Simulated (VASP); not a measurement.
# Os (P6_3/mmc) in VASP: further runs

The runs below take Os through single point, relaxation of cell and atoms, with PBEsol.

All numbers are computed with VASP 6.6.1; they aren't measurements. Logs are shortened: lines on timing, memory, paths and dates and some standing lists are left out, and cuts for length are marked.

## 1. The cell of the first run

Symmetry: P6_3/mmc, No. 194, hexagonal system. The conventional cell has a = 2.729 Å, b = 2.729 Å, c = 4.308 Å, α = 90.00°, β = 90.00°, γ = 120.00°. Within 3.5 Å of Os (site symmetry -6m2) lie 12 Os at 2.67 to 2.73 Å.

## 2. Single point, PBEsol

INCAR reads:

```
PREC = Accurate
ENCUT = 520
EDIFF = 1E-7
ISMEAR = -1
SIGMA = 0.1
LREAL = False
LASPH = True
NELM = 80
ALGO = Normal
ISIF = 2
LWAVE = False
LCHARG = False
GGA = PS
NBANDS = 15
```

KPOINTS reads:

```
Automatic mesh
0
Gamma
  19 19 11
```

POSCAR reads:

```
Os
1.0
    2.7291885498      0.0000000000      0.0000000000
   -1.3645942749      2.3635466158      0.0000000000
    0.0000000000      0.0000000000      4.3077795086
Os
2
Direct
    0.3333333333      0.6666666667      0.2500000000
    0.6666666667      0.3333333333      0.7500000000
```

Potentials or basis: VASP PAW PBE potentials, release 64 (Os).

Started as:

```sh
$ cat potpaw_PBE.64/Os/POTCAR > POTCAR
$ mpirun -np 1 vasp_std > vasp.out
```

OUTCAR:

```text
PREC = Accurate
   ENCUT = 520
   EDIFF = 1E-7
   ISMEAR = -1
   LREAL = False
   LASPH = True
   NELM = 80
   ISIF = 2
   GGA = PS

 ion  position               nearest neighbor table
   1  0.333  0.667  0.250-   2 2.67   2 2.67   2 2.67   2 2.67   2 2.67   2 2.67
   2  0.667  0.333  0.750-   1 2.67   1 2.67   1 2.67   1 2.67   1 2.67   1 2.67

  LATTYP: Found a hexagonal cell.
 ALAT       =     2.7291885498
 C/A-ratio  =     1.5784103700

  Lattice vectors:

 A1 = (   2.7291885498,   0.0000000000,   0.0000000000)
 A2 = (  -1.3645942749,   2.3635466158,   0.0000000000)
 A3 = (   0.0000000000,   0.0000000000,   4.3077795086)

Analysis of symmetry for initial positions (statically):
=====================================================================
 Subroutine PRICEL returns:
 Original cell was already a primitive cell.

 Routine SETGRP: Setting up the symmetry group for a
 hexagonal supercell.

 Subroutine GETGRP returns: Found 24 space group operations
 (whereof 12 operations were pure point group operations)
 out of a pool of 24 trial point group operations.

The static configuration has the point symmetry D_3d.
 The point group associated with its full space group is D_6h.

Analysis of symmetry for dynamics (positions and initial velocities):
=====================================================================
 Subroutine PRICEL returns:
 Original cell was already a primitive cell.

 Routine SETGRP: Setting up the symmetry group for a
 hexagonal supercell.

 Subroutine GETGRP returns: Found 24 space group operations
 (whereof 12 operations were pure point group operations)
 out of a pool of 24 trial point group operations.

The dynamic configuration has the point symmetry D_3d.
 The point group associated with its full space group is D_6h.

 Subroutine INISYM returns: Found 24 space group operations
 (whereof 12 operations are pure point group operations),
 and found     1 'primitive' translations

----------------------------------------------------------------------------------------

                                     Primitive cell

  volume of cell :      27.7876

  direct lattice vectors                    reciprocal lattice vectors
     2.729188550  0.000000000  0.000000000     0.366409276  0.211546494  0.000000000
    -1.364594275  2.363546616  0.000000000     0.000000000  0.423092988  0.000000000
     0.000000000  0.000000000  4.307779509     0.000000000  0.000000000  0.232138158

  length of vectors
     2.729188550  2.729188550  4.307779509     0.423092988  0.423092988  0.232138158

  position of ions in fractional coordinates (direct lattice)
     0.333333333  0.666666667  0.250000000
     0.666666667  0.333333333  0.750000000

  ion indices of the primitive-cell ions
   primitive index   ion index
                 1           1
                 2           2

----------------------------------------------------------------------------------------

 KPOINTS: Automatic mesh

Automatic generation of k-mesh.
 Grid dimensions read from file:
 generate k-points for:   19   19   11

 Generating k-lattice:

  Cartesian coordinates                     Fractional coordinates (reciprocal lattice)
     0.019284699  0.011134026  0.000000000     0.052631579  0.000000000  0.000000000
     0.000000000  0.022268052  0.000000000     0.000000000  0.052631579  0.000000000
     0.000000000  0.000000000  0.021103469     0.000000000  0.000000000  0.090909091

  Length of vectors
     0.022268052  0.022268052  0.021103469

  Shift w.r.t. Gamma in fractional coordinates (k-lattice)
     0.000000000  0.000000000  0.000000000

 Subroutine IBZKPT returns following result:
 ===========================================

 Found    240 irreducible k-points:

 Following reciprocal coordinates:
            Coordinates               Weight
  0.000000  0.000000  0.000000      1.000000
  0.052632  0.000000  0.000000      6.000000
  0.105263  0.000000  0.000000      6.000000
  0.157895 -0.000000  0.000000      6.000000
  0.210526  0.000000  0.000000      6.000000
  0.263158  0.000000  0.000000      6.000000
[... 16 lines left out ...]
  0.263158  0.105263  0.000000     12.000000
  0.315789  0.105263  0.000000     12.000000
 [... further k-points ...]
   k-points           NKPTS =    240   k-points in BZ     NKDIM =    240   number of bands    NBANDS=     15
   number of dos      NEDOS =    301   number of ions     NIONS =      2
   total plane-waves  NPLWV =  12800
   dimension x,y,z NGX =    20 NGY =   20 NGZ =   32
   dimension x,y,z NGXF=    40 NGYF=   40 NGZF=   64
   ions per type =               2
   NGX,Y,Z   is equivalent  to a cutoff of  12.18, 12.18, 12.35 a.u.
   NGXF,Y,Z  is equivalent  to a cutoff of  24.37, 24.37, 24.70 a.u.
 SYSTEM =  unknown system
   PREC   = accura    normal or accurate (medium, high low for compatibility)
   ISTART =      0    job   : 0-new  1-cont  2-samecut
   ICHARG =      2    charge: 1-file 2-atom 10-const
   ISPIN  =      1    spin polarized calculation?
   LNONCOLLINEAR =      F non collinear calculations
   LSORBIT =      F    spin-orbit coupling
   LASPH  =      T    aspherical Exc in radial PAW
   ENCUT  =  520.0 eV  38.22 Ry    6.18 a.u.   5.07  5.07  8.01*2*pi/ulx,y,z
   NELM   =     80;   NELMIN=  2; NELMDL= -5     # of ELM steps
   EDIFF  = 0.1E-06   stopping-criterion for ELM
   LREAL  =      F    real-space projection
   EDIFFG = 0.1E-05   stopping-criterion for IOM
   NSW    =      0    number of steps for IOM
   IBRION =     -1    ionic relax: 0-MD 1-quasi-New 2-CG
   NFREE  =      0    steps in history (QN), initial steepest desc. (CG)
   ISIF   =      2    stress and relaxation
   ISYM   =      2    0-nonsym 1-usesym 2-fastsym
   POTIM  = 0.5000    time-step for ionic-motion
   TEBEG  =    0.0;   TEEND  =   0.0 temperature during run
   PSTRESS=    0.0 pullay stress
   NELECT =      16.0000    total number of electrons
   NUPDOWN=      -1.0000    fix difference up-down
   EMIN   =  10.00;   EMAX   =-10.00  energy-range for DOS
   EFERMI =   0.00;   METHOD = LEGACY
   ISMEAR =    -1;   SIGMA  =   0.10  broadening in eV -4-tet -1-fermi 0-gaus
   EFERMI_NEDOS =   21; number of points for ismear=-14 and -15
   IALGO  =     38    algorithm
   IMIX   =      4    mixing-type and parameters
     AMIX     =   0.40;   BMIX     =  1.00
     AMIX_MAG =   1.60;   BMIX_MAG =  1.00
  volume/ion in A,a.u.               =      13.89        93.76
  Fermi-wavevector in a.u.,A,eV,Ry     =   1.361960  2.573732 25.237933  1.854936
  Thomas-Fermi vector in A             =   2.488491
   LORBIT       =      0    0 simple, 1 ext, 2 COOP (PROOUT), +10 PAW based schemes
   GGA     = PS    functional components
   LHFCALC =     F    Hartree Fock is set to
   AEXX    =    0.0000 exact exchange contribution
   IVDW    =     0    specifies the selected vdW correction
   LEPSILON=     F    determine dielectric tensor
   LRPA    =     F    only Hartree local field effects (RPA)
 non-spin polarized calculation
  energy-cutoff  :      520.00
  volume of cell :       27.79
 maximum number of plane-waves:       766
   NGX = 11   NGY = 11   NGZ = 17

 number of electron      15.9999998 magnetization

 Free energy of the ion-electron system (eV)
  ---------------------------------------------------
  ext. energy  EPLUGINS =         0.00000000
  ---------------------------------------------------
  free energy    TOTEN  =       -24.50700807 eV

  energy without entropy =      -24.46936833  energy(sigma->0) =      -24.48818820

 E-fermi :   9.4309     XC(G=0): -14.1926

 val. band max:        9.4228647826   @ k =   0.3158   0.0526   0.2727
 cond. band min:       9.4485764766   @ k =   0.1579   0.1053   0.2727
 fundamental gap:      0.0257116940
 Fermi energy:         9.4308900201

 k-point     1 :       0.0000    0.0000    0.0000
  band No.  band energies     occupation
      1      -1.6467      2.00000
      2       1.5203      2.00000
      3       6.3092      2.00000
      4       6.3092      2.00000
      5       6.5785      2.00000
      6       7.1672      2.00000
      7       7.1672      2.00000
      8       7.8200      2.00000
      9       7.8200      2.00000
     10       9.4171      1.06907
     11      11.1197      0.00000
     12      11.1197      0.00000
     13      18.5447      0.00000
     14      23.4394      0.00000
     15      26.2013      0.00000

 k-point     2 :       0.0526    0.0000    0.0000
  band No.  band energies     occupation
      1      -1.5331      2.00000
      2       1.6220      2.00000
      3       6.0412      2.00000
      4       6.4094      2.00000
      5       6.8150      2.00000
      6       7.0974      2.00000
      7       7.2610      2.00000
      8       7.6846      2.00000
      9       7.7373      2.00000
     10       8.8558      1.99366
     11      11.1781      0.00000
     12      11.8457      0.00000
     13      18.5378      0.00000
     14      23.6776      0.00000
     15      26.3511      0.00000

 k-point     3 :       0.1053    0.0000    0.0000
  band No.  band energies     occupation
      1      -1.2006      2.00000
      2       1.9090      2.00000
      3       5.6379      2.00000
      4       6.7067      2.00000
      5       6.8789      2.00000
      6       7.1416      2.00000
      7       7.1901      2.00000
      8       7.5154      2.00000
      9       7.5379      2.00000
     10       8.2172      1.99999
     11      11.3288      0.00000
     12      13.1216      0.00000
     13      18.4997      0.00000
     14      24.3353      0.00000
     15      26.7516      0.00000
[... 343 lines left out ...]
 k-point    23 :       0.2632    0.1053    0.0000
  band No.  band energies     occupation
      1       1.6946      2.00000
      2       3.0193      2.00000
      3       3.8511      2.00000
      4       4.8328      2.00000
      5       5.9847      2.00000
      6       6.5848      2.00000
      7       7.2614      2.00000
      8       9.1305      1.90552
      9       9.9460      0.01152
     10      10.9020      0.00000
     11      11.8617      0.00000
     12      17.9661      0.00000
     13      19.2011      0.00000
     14      20.9535      0.00000
     15      22.9661      0.00000

 k-point    24 :       0.3158    0.1053    0.0000
  band No.  band energies     occupation
      1       2.1957      2.00000
      2       2.7878      2.00000
      3       3.3781      2.00000
      4       5.2383      2.00000
      5       5.8479      2.00000
      6       6.9758      2.00000
      7       7.0163      2.00000
      8       9.9059      0.01715
      9      10.7143      0.00001
     10      11.8923      0.00000
     11      11.9260      0.00000
     12      18.0518      0.00000
     13      19.0503      0.00000
     14      20.4051      0.00000
     15      21.5997      0.00000

 [... further k-points ...]

------------------------ aborting loop because EDIFF is reached ----------------------------------------

  FORCE on cell =-STRESS in cart. coord.  units (eV):
  Direction    XX          YY          ZZ          XY          YZ          ZX
  --------------------------------------------------------------------------------------
  -------------------------------------------------------------------------------------
  Total        0.0942632      0.0942632      0.0820991     -0.0000000     -0.0000000      0.0000000
  in kB        5.4350260      5.4350260      4.7336699     -0.0000000     -0.0000000      0.0000000
  external PRESSURE =       5.2012407 kB  Pullay stress =       0.0000000 kB

 VOLUME and BASIS-vectors are now :
 -----------------------------------------------------------------------------
  energy-cutoff  :      520.00
  volume of cell :       27.79
      direct lattice vectors                 reciprocal lattice vectors
     2.729188550  0.000000000  0.000000000     0.366409276  0.211546494  0.000000000
    -1.364594275  2.363546616  0.000000000     0.000000000  0.423092988  0.000000000
     0.000000000  0.000000000  4.307779509     0.000000000  0.000000000  0.232138158

 POSITION                                       TOTAL-FORCE (eV/Angst)
 -----------------------------------------------------------------------------------
     -0.00000      1.57570      1.07694        -0.000000     -0.000000      0.000000
      1.36459      0.78785      3.23083         0.000000      0.000000      0.000000
 -----------------------------------------------------------------------------------
    total drift:                               -0.000000      0.000000     -0.000000

  FREE ENERGIE OF THE ION-ELECTRON SYSTEM (eV)
  ---------------------------------------------------
  free  energy   TOTEN  =       -24.5070080741 eV

  energy  without entropy=      -24.4693683273  energy(sigma->0) =      -24.48818820
```

Wall time 69 s (1 thread of Intel Xeon Platinum 8259CL at 2.50GHz (Skylake/Cascade Lake), shared host); peak memory 0.21 GiB.

What came out:

```
Free energy            : -24.5070 eV
Pressure               : 0.5 GPa
Band gap on the k mesh : zero (band 8 reaches 11.50 eV, above the bottom of band 9 at 7.49 eV)
```

Caveat: the PAW data sets were made with another functional, which shifts forces and pressure a little; spin-orbit coupling is left out, which moves the levels of the heavy elements.

## 3. Relaxation of cell and atoms, PBEsol

This run uses another cell than the first one, of 13.98 Å³/atom, 1.006 times its volume.

INCAR reads:

```
SYSTEM = Os
PREC = Accurate ; ENCUT = 600
EDIFF = 1E-6 ; ISMEAR = -1
SIGMA = 0.1 ; LREAL = .False.
LASPH = .True. ; NELM = 60
ALGO = Normal ; ISIF = 3
LWAVE = .False. ; LCHARG = .False.
GGA = PS ; IBRION = 2
NSW = 60 ; EDIFFG = -0.02
```

KPOINTS reads:

```
regular mesh
0
Gamma
  19 19 11
  0 0 0
```

POSCAR reads:

```
Os
1.0
    2.7341000000      0.0000000000      0.0000000000
   -1.3670500000      2.3678000000      0.0000000000
    0.0000000000      0.0000000000      4.3197000000
Os
2
Direct
    0.3333333333      0.6666666667      0.2500000000
    0.6666666667      0.3333333333      0.7500000000
```

Potentials or basis: VASP PAW PBE potentials, release 64 (Os).

Started as:

```sh
$ cat potpaw_PBE.64/Os/POTCAR > POTCAR
$ mpirun -np 1 vasp_std > vasp.out
```

OUTCAR:

```text
SYSTEM = Os
   PREC = Accurate
   ENCUT = 600
   EDIFF = 1E-6
   ISMEAR = -1
   LREAL = .False.
   LASPH = .True.
   NELM = 60
   ISIF = 3
   GGA = PS
   IBRION = 2
   NSW = 60
   EDIFFG = -0.02

 ion  position               nearest neighbor table
   1  0.333  0.667  0.250-   2 2.68   2 2.68   2 2.68   2 2.68   2 2.68   2 2.68
   2  0.667  0.333  0.750-   1 2.68   1 2.68   1 2.68   1 2.68   1 2.68   1 2.68

  LATTYP: Found a hexagonal cell.
 ALAT       =     2.7341000000
 C/A-ratio  =     1.5799348963

  Lattice vectors:

 A1 = (   2.7341000000,   0.0000000000,   0.0000000000)
 A2 = (  -1.3670500000,   2.3678000000,   0.0000000000)
 A3 = (   0.0000000000,   0.0000000000,   4.3197000000)

Analysis of symmetry for initial positions (statically):
=====================================================================
 Subroutine PRICEL returns:
 Original cell was already a primitive cell.

 Routine SETGRP: Setting up the symmetry group for a
 hexagonal supercell.

 Subroutine GETGRP returns: Found 24 space group operations
 (whereof 12 operations were pure point group operations)
 out of a pool of 24 trial point group operations.

The static configuration has the point symmetry D_3d.
 The point group associated with its full space group is D_6h.

Analysis of symmetry for dynamics (positions and initial velocities):
=====================================================================
 Subroutine PRICEL returns:
 Original cell was already a primitive cell.

[... 233 lines left out ...]
  ext. energy  EPLUGINS =         0.00000000
  ---------------------------------------------------
  free energy    TOTEN  =       -24.50798213 eV

  energy without entropy =      -24.47023932  energy(sigma->0) =      -24.48911073

 E-fermi :   9.4094     XC(G=0): -14.1841

 val. band max:        9.4025184198   @ k =   0.3158   0.0526   0.2727
 cond. band min:       9.4261670061   @ k =   0.1579   0.1053   0.2727
 fundamental gap:      0.0236485862
 Fermi energy:         9.4094202051

 k-point     1 :       0.0000    0.0000    0.0000
  band No.  band energies     occupation
      1      -1.6555      2.00000
      2       1.5119      2.00000
      3       6.2949      2.00000
      4       6.2949      2.00000
      5       6.5593      2.00000
      6       7.1501      2.00000
      7       7.1501      2.00000
      8       7.8049      2.00000
      9       7.8049      2.00000
     10       9.3911      1.09114
     11      11.0949      0.00000
     12      11.0949      0.00000
[... 331 lines left out ...]
 k-point    24 :       0.3158    0.1053    0.0000
  band No.  band energies     occupation
      1       2.1843      2.00000
      2       2.7796      2.00000
      3       3.3685      2.00000
      4       5.2247      2.00000
      5       5.8355      2.00000
      6       6.9571      2.00000
      7       6.9980      2.00000
      8       9.8819      0.01758
      9      10.6918      0.00001
     10      11.8666      0.00000
     11      11.8966      0.00000
     12      18.0136      0.00000

 [... further k-points ...]

------------------------ aborting loop because EDIFF is reached ----------------------------------------

  FORCE on cell =-STRESS in cart. coord.  units (eV):
  Direction    XX          YY          ZZ          XY          YZ          ZX
  --------------------------------------------------------------------------------------
  -------------------------------------------------------------------------------------
  Total        0.0184933      0.0184933     -0.0344672     -0.0000000      0.0000000      0.0000000
  in kB        1.0647385      1.0647384     -1.9844257     -0.0000000      0.0000000      0.0000000
  external PRESSURE =       0.0483504 kB  Pullay stress =       0.0000000 kB
[... 17 lines left out ...]
  FREE ENERGIE OF THE ION-ELECTRON SYSTEM (eV)
  ---------------------------------------------------
  free  energy   TOTEN  =       -24.5079821329 eV

  energy  without entropy=      -24.4702393225  energy(sigma->0) =      -24.48911073

 reached required accuracy - stopping structural energy minimisation
```

CONTCAR:

```text
Os
   1.00000000000000
     2.7302145813603911    0.0000000000000000    0.0000000000000000
    -1.3651072906801955    2.3644351289945815    0.0000000000000000
     0.0000000000000000   -0.0000000000000000    4.3107972798887237
  Os
     2
Direct
     0.3333333332999970    0.6666666667000030    0.2500000000000000
     0.6666666667000030    0.3333333332999970    0.7500000000000000

  0.00000000E+00  0.00000000E+00  0.00000000E+00
  0.00000000E+00  0.00000000E+00  0.00000000E+00
```

Wall time 2.5 min (1 thread of Intel Xeon Platinum 8259CL at 2.50GHz (Skylake/Cascade Lake), shared host); peak memory 0.24 GiB.

What came out:

```
Free energy                            : -24.5080 eV
Relaxed volume                         : 13.91 Å³/atom
Relaxed cell                           : a = 2.730 Å, b = 2.730 Å, c = 4.311 Å, α = 90.00°, β = 90.00°, γ = 120.00°
Space group after relaxing (to 0.05 Å) : P6_3/mmc (No. 194)
Energy gained by relaxing              : 0.5 meV/atom
Ionic steps                            : 3
Pressure after relaxing                : 0.0 GPa
Band gap on the k mesh                 : zero (band 8 reaches 11.47 eV, above the bottom of band 9 at 7.48 eV)
```

The path:
```tsv
step	energy change (eV)	largest force (eV/Å)	pressure (GPa)	volume (Å³)
1	0.0000	0.0000	-2.14	27.96
2	0.0190	0.0000	10.52	27.21
3	-0.0010	0.0000	0.00	27.83
```

Final structure:
```cif
data_structure
_symmetry_space_group_name_H-M 'P 1'
_symmetry_Int_Tables_number 1
_cell_length_a 2.7302
_cell_length_b 2.7302
_cell_length_c 4.3108
_cell_angle_alpha 90.000
_cell_angle_beta 90.000
_cell_angle_gamma 120.000
_cell_volume 27.83
loop_
_atom_site_label
_atom_site_type_symbol
_atom_site_fract_x
_atom_site_fract_y
_atom_site_fract_z
_atom_site_occupancy
Os1 Os 0.33333 0.66667 0.25000 1
Os2 Os 0.66667 0.33333 0.75000 1
```

Caveat: the PAW data sets were made with another functional, which shifts forces and pressure a little; spin-orbit coupling is left out, which moves the levels of the heavy elements.
